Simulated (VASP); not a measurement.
Input of a VASP 6.6.1 run:

Contents of INCAR:

```
SYSTEM = HfTa3N4
PREC = Accurate ; ENCUT = 600
EDIFF = 1E-6 ; ISMEAR = -1
SIGMA = 0.1 ; LREAL = .FALSE.
LASPH = .TRUE. ; NELM = 120
ALGO = Normal ; ISIF = 2
LWAVE = .FALSE. ; LCHARG = .FALSE.
GGA = PS ; NBANDS = 42
GGA_COMPAT = .FALSE.
```

Contents of KPOINTS:

```
regular mesh
0
G
  5 5 5
  0 0 0
```

The input POSCAR:

```
HfTa3N4
1.0
    4.4036617352      0.0000000000      0.0000000000
    0.0000000000      4.4036617352      0.0000000000
    0.0000000000      0.0000000000      4.4036617352
Hf Ta N
1 3 4
Direct
    0.0000000000      0.0000000000      0.0000000000
    0.0000000000      0.5000000000      0.5000000000
    0.5000000000      0.0000000000      0.5000000000
    0.5000000000      0.5000000000      0.0000000000
    0.5000000000      0.5000000000      0.5000000000
    0.0000000000      0.0000000000      0.5000000000
    0.0000000000      0.5000000000      0.0000000000
    0.5000000000      0.0000000000      0.0000000000
```

Potentials or basis: VASP PAW PBE potentials, release 64 (Hf_pv, Ta_pv, N).

Run with:

```sh
$ cat potpaw_PBE.64/Hf_pv/POTCAR potpaw_PBE.64/Ta_pv/POTCAR potpaw_PBE.64/N/POTCAR > POTCAR
$ mpirun -np 1 vasp_std > vasp.out
```

**Question.** What does it give for the band gap on the k mesh?

**Answer.** Zero (an odd number of electrons rules out a gap without spin polarisation).

**Question.** Estimate the pressure.

**Answer.** -0.1 GPa.

Caveat: the PAW data sets were made with another functional, which shifts forces and pressure a little; spin-orbit coupling is left out, which moves the levels of the heavy elements.
